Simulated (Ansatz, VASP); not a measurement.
## GaP in VASP and in Ansatz

File INCAR:

```
PREC     = Accurate       # precision mode
ENCUT    = 520            # plane-wave cutoff, eV
EDIFF    = 1E-6           # SCF threshold, eV
ISMEAR   = 0              # smearing method
SIGMA    = 0.01           # smearing width, eV
LREAL    = False          # projectors in reciprocal space
LASPH    = True           # aspherical terms in the spheres
NELM     = 100            # most SCF steps
ALGO     = Normal         # electronic algorithm
ISIF     = 2              # what is computed and relaxed
LWAVE    = False          # write WAVECAR
LCHARG   = True           # write CHGCAR
GGA      = PE             # functional
LELF     = True           # ELF
LVHAR    = True         
NBANDS   = 16             # bands
```

KPOINTS

```
regular mesh
0
Gamma
  6 6 6
```

File POSCAR:

```
GaP
1.0
    0.0000000000      2.7611126653      2.7611126653
    2.7611126653      0.0000000000      2.7611126653
    2.7611126653      2.7611126653      0.0000000000
Ga P
1 1
Direct
    0.0000000000      0.0000000000      0.0000000000
    0.2500000000      0.2500000000      0.2500000000
```

Input for Ansatz:

```yaml
crystal:
  lattice:
    - [0.0, 2.761112665260938, 2.761112665260938]
    - [2.761112665260938, 0.0, 2.761112665260938]
    - [2.761112665260938, 2.761112665260938, 0.0]
  atoms:
    - { symbol: Ga, position: [0.0, 0.0, 0.0] }
    - { symbol: P, position: [0.25, 0.25, 0.25] }
basis:
  ecutwfc: 500.0
kpoints:
  mp_grid:
    grid: [6, 6, 6]
hamiltonian:
  xc: pbe
scf:
  occupations:
    method: fixed
output:
  stress: true
```

Alike in both runs: task single point; functional PBE; k mesh 6 × 6 × 6; no spin polarisation.

```csv
,VASP,Ansatz
version,VASP 6.6.1,Ansatz 0.2.0
potentials or method,"VASP PAW PBE potentials, release 64 (Ga_d, P), cutoff 520 eV","plane waves, PAW"
occupations,"gaussian, width 0.01 eV",fixed
valence electrons in the cell,18,18
```

```csv
,VASP,Ansatz,Ansatz less VASP
pressure (GPa),-0.7,-0.7,+0.06
```
